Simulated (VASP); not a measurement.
# Rb3Ag (Pm-3m) in VASP: settings compared

Aim: see how the results for Rb3Ag move with the level of theory and the settings. Levels: PBEsol, RPBE, revPBE, LDA, BLYP. Tasks: single point.

All numbers are computed with VASP 6.6.1; they aren't measurements. Logs are shortened: lines on timing, memory, paths and dates and some standing lists are left out, and cuts for length are marked.

**1. The cell of the first run**

Symmetry: Pm-3m, No. 221, cubic system. Conventional cell: a = 6.136 Å, b = 6.136 Å, c = 6.136 Å, α = 90.00°, β = 90.00°, γ = 90.00°. Within 5.7 Å of Rb (site symmetry 4/mmm) lie 8 Rb at 4.34 Å and 4 Ag at 4.34 Å. Ag (site symmetry m-3m) has 12 Rb at 4.34 Å within 5.7 Å.

**2. Single point, PBEsol**

File INCAR:

```
SYSTEM = Rb3Ag
  ALGO = Normal
  EDIFF = 1E-6
  ENCUT = 520
  GGA = PS
  ISIF = 2
  ISMEAR = 0
  LASPH = .TRUE.
  LCHARG = .FALSE.
  LREAL = .FALSE.
  LWAVE = .FALSE.
  NBANDS = 27
  NELM = 80
  PREC = Accurate
  SIGMA = 0.1
```

File KPOINTS:

```
k-points
0
G
  3 3 3
  0 0 0
```

File POSCAR:

```
Rb3Ag
1.0
    6.1361480000      0.0000000000      0.0000000000
    0.0000000000      6.1361480000      0.0000000000
    0.0000000000      0.0000000000      6.1361480000
Rb Ag
3 1
Direct
    0.0000000000      0.5000000000      0.5000000000
    0.5000000000      0.0000000000      0.5000000000
    0.5000000000      0.5000000000      0.0000000000
    0.0000000000      0.0000000000      0.0000000000
```

Potentials or basis: VASP PAW PBE potentials, release 64 (Rb_sv, Ag).

Launch:

```bash
> cat potpaw_PBE.64/Rb_sv/POTCAR potpaw_PBE.64/Ag/POTCAR > POTCAR
> mpirun -np 1 vasp_std > vasp.out
```

OUTCAR:

```text
SYSTEM = Rb3Ag
   EDIFF = 1E-6
   ENCUT = 520
   GGA = PS
   ISIF = 2
   ISMEAR = 0
   LASPH = .TRUE.
   LREAL = .FALSE.
   NELM = 80
   PREC = Accurate

 ion  position               nearest neighbor table
   1  0.000  0.500  0.500-   2 4.34   3 4.34   4 4.34   3 4.34   4 4.34   2 4.34   4 4.34   4 4.34
                             2 4.34   3 4.34   3 4.34   2 4.34
   2  0.500  0.000  0.500-   1 4.34   3 4.34   4 4.34   3 4.34   4 4.34   1 4.34   3 4.34   3 4.34
                             1 4.34   4 4.34   4 4.34   1 4.34
   3  0.500  0.500  0.000-   1 4.34   2 4.34   4 4.34   1 4.34   2 4.34   2 4.34   4 4.34   2 4.34
                             1 4.34   4 4.34   1 4.34   4 4.34
   4  0.000  0.000  0.000-   1 4.34   2 4.34   3 4.34   1 4.34   2 4.34   1 4.34   3 4.34   1 4.34
                             2 4.34   3 4.34   2 4.34   3 4.34

  LATTYP: Found a simple cubic cell.
 ALAT       =     6.1361480000

  Lattice vectors:

 A1 = (   6.1361480000,   0.0000000000,   0.0000000000)
 A2 = (   0.0000000000,   6.1361480000,   0.0000000000)
 A3 = (   0.0000000000,   0.0000000000,   6.1361480000)

Analysis of symmetry for initial positions (statically):
=====================================================================
 Subroutine PRICEL returns:
 Original cell was already a primitive cell.

 Routine SETGRP: Setting up the symmetry group for a
 simple cubic supercell.

 Subroutine GETGRP returns: Found 48 space group operations
 (whereof 48 operations were pure point group operations)
 out of a pool of 48 trial point group operations.

The static configuration has the point symmetry O_h .

Analysis of symmetry for dynamics (positions and initial velocities):
=====================================================================
 Subroutine PRICEL returns:
 Original cell was already a primitive cell.

 Routine SETGRP: Setting up the symmetry group for a
 simple cubic supercell.

 Subroutine GETGRP returns: Found 48 space group operations
 (whereof 48 operations were pure point group operations)
 out of a pool of 48 trial point group operations.

The dynamic configuration has the point symmetry O_h .

 Subroutine INISYM returns: Found 48 space group operations
 (whereof 48 operations are pure point group operations),
 and found     1 'primitive' translations

----------------------------------------------------------------------------------------

                                     Primitive cell

  volume of cell :     231.0402

  direct lattice vectors                    reciprocal lattice vectors
     6.136148000  0.000000000  0.000000000     0.162968690  0.000000000  0.000000000
     0.000000000  6.136148000  0.000000000     0.000000000  0.162968690  0.000000000
     0.000000000  0.000000000  6.136148000     0.000000000  0.000000000  0.162968690

  length of vectors
     6.136148000  6.136148000  6.136148000     0.162968690  0.162968690  0.162968690

  position of ions in fractional coordinates (direct lattice)
     0.000000000  0.500000000  0.500000000
     0.500000000  0.000000000  0.500000000
     0.500000000  0.500000000  0.000000000
     0.000000000  0.000000000  0.000000000

  ion indices of the primitive-cell ions
   primitive index   ion index
                 1           1
                 2           2
                 3           3
                 4           4

----------------------------------------------------------------------------------------

 KPOINTS: k-points

Automatic generation of k-mesh.
 Grid dimensions read from file:
 generate k-points for:    3    3    3

 Generating k-lattice:

  Cartesian coordinates                     Fractional coordinates (reciprocal lattice)
     0.054322897  0.000000000  0.000000000     0.333333333  0.000000000  0.000000000
     0.000000000  0.054322897  0.000000000     0.000000000  0.333333333  0.000000000
     0.000000000  0.000000000  0.054322897     0.000000000  0.000000000  0.333333333

  Length of vectors
     0.054322897  0.054322897  0.054322897

  Shift w.r.t. Gamma in fractional coordinates (k-lattice)
     0.000000000  0.000000000  0.000000000

 Subroutine IBZKPT returns following result:
 ===========================================

 Found      4 irreducible k-points:

 Following reciprocal coordinates:
            Coordinates               Weight
  0.000000  0.000000  0.000000      1.000000
  0.333333  0.000000  0.000000      6.000000
  0.333333  0.333333  0.000000     12.000000
  0.333333  0.333333  0.333333      8.000000
   k-points           NKPTS =      4   k-points in BZ     NKDIM =      4   number of bands    NBANDS=     27
   number of dos      NEDOS =    301   number of ions     NIONS =      4
   total plane-waves  NPLWV = 110592
   dimension x,y,z NGX =    48 NGY =   48 NGZ =   48
   dimension x,y,z NGXF=    96 NGYF=   96 NGZF=   96
   ions per type =               3   1
   NGX,Y,Z   is equivalent  to a cutoff of  13.00, 13.00, 13.00 a.u.
   NGXF,Y,Z  is equivalent  to a cutoff of  26.01, 26.01, 26.01 a.u.
 SYSTEM =  Rb3Ag
   PREC   = accura    normal or accurate (medium, high low for compatibility)
   ISTART =      0    job   : 0-new  1-cont  2-samecut
   ICHARG =      2    charge: 1-file 2-atom 10-const
   ISPIN  =      1    spin polarized calculation?
   LNONCOLLINEAR =      F non collinear calculations
   LSORBIT =      F    spin-orbit coupling
   LASPH  =      T    aspherical Exc in radial PAW
   ENCUT  =  520.0 eV  38.22 Ry    6.18 a.u.  11.41 11.41 11.41*2*pi/ulx,y,z
   NELM   =     80;   NELMIN=  2; NELMDL= -5     # of ELM steps
   EDIFF  = 0.1E-05   stopping-criterion for ELM
   LREAL  =      F    real-space projection
   EDIFFG = 0.1E-04   stopping-criterion for IOM
   NSW    =      0    number of steps for IOM
   IBRION =     -1    ionic relax: 0-MD 1-quasi-New 2-CG
   NFREE  =      0    steps in history (QN), initial steepest desc. (CG)
   ISIF   =      2    stress and relaxation
   ISYM   =      2    0-nonsym 1-usesym 2-fastsym
   POTIM  = 0.5000    time-step for ionic-motion
   TEBEG  =    0.0;   TEEND  =   0.0 temperature during run
   PSTRESS=    0.0 pullay stress
   NELECT =      38.0000    total number of electrons
   NUPDOWN=      -1.0000    fix difference up-down
   EMIN   =  10.00;   EMAX   =-10.00  energy-range for DOS
   EFERMI =   0.00;   METHOD = LEGACY
   ISMEAR =     0;   SIGMA  =   0.10  broadening in eV -4-tet -1-fermi 0-gaus
   EFERMI_NEDOS =   21; number of points for ismear=-14 and -15
   IALGO  =     38    algorithm
   IMIX   =      4    mixing-type and parameters
     AMIX     =   0.40;   BMIX     =  1.00
     AMIX_MAG =   1.60;   BMIX_MAG =  1.00
  volume/ion in A,a.u.               =      57.76       389.78
  Fermi-wavevector in a.u.,A,eV,Ry     =   0.896961  1.695010 10.946417  0.804539
  Thomas-Fermi vector in A             =   2.019485
   LORBIT       =      0    0 simple, 1 ext, 2 COOP (PROOUT), +10 PAW based schemes
   GGA     = PS    functional components
   LHFCALC =     F    Hartree Fock is set to
   AEXX    =    0.0000 exact exchange contribution
   IVDW    =     0    specifies the selected vdW correction
   LEPSILON=     F    determine dielectric tensor
   LRPA    =     F    only Hartree local field effects (RPA)
 non-spin polarized calculation
 Gauss-broadening in eV      SIGMA  =   0.10
  energy-cutoff  :      520.00
  volume of cell :      231.04
 maximum number of plane-waves:      6236
 NGX is ok and might be reduce to    48
   NGX = 23   NGY = 23   NGZ = 23

 number of electron      37.9999994 magnetization

 Free energy of the ion-electron system (eV)
  ---------------------------------------------------
  ext. energy  EPLUGINS =         0.00000000
  ---------------------------------------------------
  free energy    TOTEN  =        -5.48936239 eV

  energy without entropy =       -5.48629236  energy(sigma->0) =       -5.48782738

 E-fermi :   0.8211     XC(G=0):  -6.6770

 val. band max:        0.6632134207   @ k =   0.3333   0.3333   0.3333
 cond. band min:       0.9876607372   @ k =   0.3333   0.3333   0.0000
 fundamental gap:      0.3244473165
 Fermi energy:         0.8210924592

 k-point     1 :       0.0000    0.0000    0.0000
  band No.  band energies     occupation
      1     -27.8255      2.00000
      2     -27.7954      2.00000
      3     -27.7954      2.00000
      4     -12.0573      2.00000
      5     -12.0573      2.00000
      6     -12.0573      2.00000
      7     -11.8785      2.00000
      8     -11.8785      2.00000
      9     -11.8785      2.00000
     10     -11.7946      2.00000
     11     -11.7946      2.00000
     12     -11.7946      2.00000
     13      -2.8680      2.00000
     14      -2.8680      2.00000
     15      -2.8519      2.00000
     16      -2.8519      2.00000
     17      -2.8519      2.00000
     18      -1.9730      2.00000
     19       0.6529      1.98263
     20       2.4640      0.00000
     21       2.4640      0.00000
     22       2.7848      0.00000
     23       2.7848      0.00000
     24       2.7848      0.00000
     25       3.3177      0.00000
     26       3.3177      0.00000
     27       3.3177      0.00000

 k-point     2 :       0.3333    0.0000    0.0000
  band No.  band energies     occupation
      1     -27.8192      2.00000
      2     -27.8018      2.00000
      3     -27.7954      2.00000
      4     -12.0238      2.00000
      5     -12.0238      2.00000
      6     -11.9994      2.00000
      7     -11.8937      2.00000
      8     -11.8937      2.00000
      9     -11.8830      2.00000
     10     -11.8685      2.00000
     11     -11.8146      2.00000
     12     -11.8146      2.00000
     13      -2.8589      2.00000
     14      -2.8504      2.00000
     15      -2.8491      2.00000
     16      -2.8465      2.00000
     17      -2.8465      2.00000
     18      -1.4890      2.00000
     19       0.1762      2.00000
     20       1.7143      0.00000
     21       2.4991      0.00000
     22       2.4991      0.00000
     23       3.0228      0.00000
     24       3.5236      0.00000
     25       3.6022      0.00000
     26       3.6022      0.00000
     27       3.6863      0.00000

 k-point     3 :       0.3333    0.3333    0.0000
  band No.  band energies     occupation
      1     -27.8139      2.00000
      2     -27.8029      2.00000
      3     -27.7995      2.00000
      4     -12.0506      2.00000
      5     -11.9847      2.00000
      6     -11.9834      2.00000
      7     -11.9367      2.00000
      8     -11.8971      2.00000
      9     -11.8921      2.00000
     10     -11.8518      2.00000
     11     -11.8314      2.00000
     12     -11.8012      2.00000
     13      -2.8576      2.00000
     14      -2.8488      2.00000
     15      -2.8464      2.00000
     16      -2.8458      2.00000
     17      -2.8348      2.00000
     18      -1.1125      2.00000
     19       0.4490      2.00000
     20       0.9877      0.01849
     21       1.8969      0.00000
     22       2.4553      0.00000
     23       2.9854      0.00000
     24       3.3865      0.00000
     25       3.7444      0.00000
     26       3.8773      0.00000
     27       4.1670      0.00000

 k-point     4 :       0.3333    0.3333    0.3333
  band No.  band energies     occupation
      1     -27.8104      2.00000
      2     -27.8028      2.00000
      3     -27.8028      2.00000
      4     -12.1182      2.00000
      5     -11.9926      2.00000
      6     -11.9926      2.00000
      7     -11.9921      2.00000
      8     -11.8608      2.00000
      9     -11.8608      2.00000
     10     -11.8135      2.00000
     11     -11.8014      2.00000
     12     -11.8014      2.00000
     13      -2.8581      2.00000
     14      -2.8581      2.00000
     15      -2.8578      2.00000
     16      -2.8337      2.00000
     17      -2.8337      2.00000
     18      -0.8945      2.00000
     19       0.6632      1.97443
     20       1.4589      0.00000
     21       1.4589      0.00000
     22       2.1023      0.00000
     23       2.5964      0.00000
     24       2.5964      0.00000
     25       3.1999      0.00000
     26       4.4727      0.00000
     27       4.4727      0.00000

------------------------ aborting loop because EDIFF is reached ----------------------------------------

  FORCE on cell =-STRESS in cart. coord.  units (eV):
  Direction    XX          YY          ZZ          XY          YZ          ZX
  --------------------------------------------------------------------------------------
  -------------------------------------------------------------------------------------
  Total       -0.5397903     -0.5397903     -0.5397903     -0.0000000     -0.0000000     -0.0000000
  in kB       -3.7432444     -3.7432444     -3.7432444     -0.0000000     -0.0000000     -0.0000000
  external PRESSURE =      -3.7432444 kB  Pullay stress =       0.0000000 kB

 VOLUME and BASIS-vectors are now :
 -----------------------------------------------------------------------------
  energy-cutoff  :      520.00
  volume of cell :      231.04
      direct lattice vectors                 reciprocal lattice vectors
     6.136148000  0.000000000  0.000000000     0.162968690  0.000000000  0.000000000
     0.000000000  6.136148000  0.000000000     0.000000000  0.162968690  0.000000000
     0.000000000  0.000000000  6.136148000     0.000000000  0.000000000  0.162968690

 POSITION                                       TOTAL-FORCE (eV/Angst)
 -----------------------------------------------------------------------------------
      0.00000      3.06807      3.06807         0.000000      0.000000      0.000000
      3.06807      0.00000      3.06807         0.000000      0.000000      0.000000
      3.06807      3.06807      0.00000         0.000000      0.000000      0.000000
      0.00000      0.00000      0.00000         0.000000      0.000000      0.000000
 -----------------------------------------------------------------------------------
    total drift:                                0.000000     -0.000000     -0.000000

  FREE ENERGIE OF THE ION-ELECTRON SYSTEM (eV)
  ---------------------------------------------------
  free  energy   TOTEN  =        -5.4893623928 eV

  energy  without entropy=       -5.4862923641  energy(sigma->0) =       -5.48782738
```

Wall time 66 s (1 thread of Intel Xeon 8259CL, shared host); peak memory 0.32 GiB.

What came out:

| Item | Value |
| --- | --- |
| Free energy | -5.4894 eV |
| Pressure | -0.4 GPa |
| Band gap on the k mesh | 0.32 eV (least direct gap 0.54 eV) |

Caveat: the PAW data sets were made with another functional, which shifts forces and pressure a little; an odd mesh through Γ misses points on the zone boundary, where band edges can lie.

**3. Single point, RPBE**

File INCAR:

```
SYSTEM = Rb3Ag
PREC = Accurate
ENCUT = 520
EDIFF = 1E-7
ISMEAR = 0
SIGMA = 0.1
LREAL = .FALSE.
LASPH = .TRUE.
NELM = 80
ALGO = Normal
ISIF = 2
LWAVE = .FALSE.
LCHARG = .FALSE.
GGA = RP
NBANDS = 27
```

File KPOINTS:

```
Automatic mesh
0
G
  3 3 3
  0 0 0
```

POSCAR is that of step 2.

Potentials or basis: VASP PAW PBE potentials, release 64 (Rb_sv, Ag).

Launch:

```bash
> cat potpaw_PBE.64/Rb_sv/POTCAR potpaw_PBE.64/Ag/POTCAR > POTCAR
> mpirun -np 1 vasp_std > vasp.out
```

Run time: 68 s. Hardware: 1 thread of Intel Xeon 8259CL, shared host; peak memory 0.31 GiB.

Results (log left out):

* Free energy: -4.2151 eV
* Pressure: 0.7 GPa
* Band gap on the k mesh: 0.34 eV (least direct gap 0.56 eV)

Levels at points of the mesh, in eV from the valence-band top:
| k point | band 17 | band 18 | band 19 | band 20 | band 21 | band 22 |
| --- | --- | --- | --- | --- | --- | --- |
| (0.00, 0.00, 0.00) | -3.65 | -2.64 | -0.06 | 1.82 | 1.82 | 2.10 |

Caveat: the PAW data sets were made with another functional, which shifts forces and pressure a little; an odd mesh through Γ misses points on the zone boundary, where band edges can lie.

**4. Single point, revPBE**

File INCAR:

```
  ALGO = Normal
  EDIFF = 1E-7
  ENCUT = 520
  GGA = RE
  ISIF = 2
  ISMEAR = 0
  LASPH = True
  LCHARG = False
  LREAL = False
  LWAVE = False
  NBANDS = 27
  NELM = 60
  PREC = Accurate
  SIGMA = 0.1
```

File KPOINTS:

```
k-points
0
Gamma
  3 3 3
```

POSCAR is that of step 3.

Launch:

```bash
> cat potpaw_PBE.64/Rb_sv/POTCAR potpaw_PBE.64/Ag/POTCAR > POTCAR
> mpirun -np 1 vasp_std > vasp.out
```

It took 65 s on 1 thread of Intel Xeon 8259CL, shared host; peak memory 0.31 GiB.

The run converged. Its results:

- Free energy: -4.3090 eV
- Pressure: 0.5 GPa
- Band gap on the k mesh: 0.34 eV (least direct gap 0.56 eV)

Levels at points of the mesh, in eV from the valence-band top:
```
           k point  band 17  band 18  band 19  band 20  band 21  band 22
(0.00, 0.00, 0.00)    -3.63    -2.64    -0.06     1.82     1.82     2.10
```

Caveat: the PAW data sets were made with another functional, which shifts forces and pressure a little; an odd mesh through Γ misses points on the zone boundary, where band edges can lie.

**5. Single point, LDA**

File INCAR:

```
SYSTEM = Rb3Ag
ALGO     = Normal         ! electronic algorithm
EDIFF    = 1E-6           ! SCF threshold, eV
ENCUT    = 520            ! plane-wave cutoff, eV
ISIF     = 2              ! what is computed and relaxed
ISMEAR   = 0              ! smearing method
LASPH    = .TRUE.         ! aspherical terms in the spheres
LCHARG   = .FALSE.        ! write CHGCAR
LREAL    = .FALSE.        ! projectors in reciprocal space
LWAVE    = .FALSE.        ! write WAVECAR
NBANDS   = 27             ! bands
NELM     = 60             ! most SCF steps
PREC     = Accurate       ! precision mode
SIGMA    = 0.1            ! smearing width, eV
```

File KPOINTS:

```
k-points
0
G
  3 3 3
  0 0 0
```

POSCAR is that of step 4.

Potentials or basis: VASP PAW LDA potentials, release 64 (Rb_sv, Ag).

Launch:

```bash
> cat potpaw_LDA.64/Rb_sv/POTCAR potpaw_LDA.64/Ag/POTCAR > POTCAR
> mpirun -np 1 vasp_std > vasp.out
```

It took 27 s on 1 thread of Intel Xeon 8259CL, shared host; peak memory 0.25 GiB.

Results (log left out):

- Free energy: -5.9484 eV
- Pressure: -0.9 GPa
- Band gap on the k mesh: 0.34 eV (least direct gap 0.55 eV)

Levels at points of the mesh, in eV from the valence-band top:
| k point | band 16 | band 17 | band 18 | band 19 | band 20 | band 21 | band 22 | band 23 |
| --- | --- | --- | --- | --- | --- | --- | --- | --- |
| (0.00, 0.00, 0.00) | -3.48 | -3.48 | -2.63 | 0.00 | 1.80 | 1.80 | 2.16 | 2.16 |

Caveat: an odd mesh through Γ misses points on the zone boundary, where band edges can lie.

(Part 1 of 2 ends here.)
